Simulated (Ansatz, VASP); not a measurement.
**NaCaI3 in VASP and in Ansatz**

```
Na Ca I
1.0
     6.12590    0.00000    0.00000
     0.00000    6.12590    0.00000
     0.00000    0.00000    6.12590
Na Ca I
1 1 3
Direct
  0.00000 0.00000 0.00000
  0.50000 0.50000 0.50000
  0.50000 0.50000 0.00000
  0.50000 0.00000 0.50000
  0.00000 0.50000 0.50000
```

Alike in both runs: task single point; functional HSE06; k mesh 2 × 2 × 2; occupations gaussian, width 0.05 eV; no spin polarisation.

|  | VASP | Ansatz |
| --- | --- | --- |
| version | VASP 6.6.1 | Ansatz 0.2.0 |
| potentials or method | VASP PAW PBE potentials, release 64 (Na_pv, Ca_sv, I) | plane waves |
| plane-wave cutoff (eV) | 520 | 420 |
| valence electrons in the cell | 38 | 70 |

|  | VASP | Ansatz | Ansatz less VASP |
| --- | --- | --- | --- |
| gap on the k mesh at the Fermi level (eV) | 3.34 | 3.34 | -0.002 |
| pressure (GPa) | 0.2 | 0.2 | -0.02 |

VASP's potentials hold 38 valence electrons a cell and Ansatz's 70, so a difference there can come from the potentials and not from the codes. Ansatz's warnings: stress exchange threshold loose, stress scf threshold loose.

The k mesh is coarse, so the values compare programs but aren't converged. Spin-orbit coupling is off throughout.
